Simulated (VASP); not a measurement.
Here is a VASP 6.6.1 calculation.

Contents of INCAR:

```
PREC = Accurate ; ENCUT = 520
EDIFF = 1E-7 ; ISMEAR = -1
SIGMA = 0.08 ; LREAL = F
LASPH = T ; NELM = 60
ALGO = Normal ; ISIF = 2
LWAVE = F ; LCHARG = T
GGA = PE ; LELF = T
LVHAR = T ; NBANDS = 11
```

The input KPOINTS:

```
regular mesh
0
Gamma
  17 17 17
```

POSCAR

```
BP
1.0
    0.0000000000      2.1160894249      2.1160894249
    2.1160894249      0.0000000000      2.1160894249
    2.1160894249      2.1160894249      0.0000000000
B P
1 1
Direct
    0.0000000000      0.0000000000      0.0000000000
    0.5000000000      0.5000000000      0.5000000000
```

Potentials or basis: VASP PAW PBE potentials, release 64 (B, P).

Run with:

```sh
$ cat potpaw_PBE.64/B/POTCAR potpaw_PBE.64/P/POTCAR > POTCAR
$ mpirun -np 1 vasp_std > vasp.out
```

**Question.** Estimate the band gap on the k mesh.

**Answer.** Zero (band 4 reaches 12.04 eV, above the bottom of band 5 at 7.95 eV).

**Question.** Predict the pressure.

**Answer.** 10.8 GPa.
